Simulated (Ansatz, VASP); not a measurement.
One calculation of WS2, two programs

```xyz
3
Lattice="3.3238 0.0000 0.0000 -1.6619 2.8785 0.0000 0.0000 0.0000 16.5150" Properties=species:S:1:pos:R:3 pbc="T T T"
W     0.0000    1.9190    0.0000
S     1.6619    0.9595   15.0013
S     1.6619    0.9595    1.5137
```

Change from the starting cell: epitaxial_xy strain +4.9%.

Alike in both runs: task single point; functional r2SCAN; k mesh 12 × 12 × 2; no spin polarisation.

```csv
,VASP,Ansatz
version,VASP 6.6.1,Ansatz 0.2.0
potentials or method,"VASP PAW PBE potentials, release 64 (W_sv, S)","plane waves, PAW"
plane-wave cutoff (eV),520,500
occupations,"gaussian, width 0.01 eV",fixed
valence electrons in the cell,26,26
```

VASP gave:

| Property | Result |
| --- | --- |
| gap on the k mesh at the Fermi level (eV) | 0.85 |
| rms of the force components (eV/Å) | 0.013 |

What did Ansatz give for the same quantities?

gap on the k mesh at the Fermi level (eV): 0.84; rms of the force components (eV/Å): 0.007.

VASP's potentials were made for PBE, not for r2SCAN. Atom by atom the forces differ by 0.006 eV/Å (rms over components).

Neither program's run includes spin-orbit coupling.
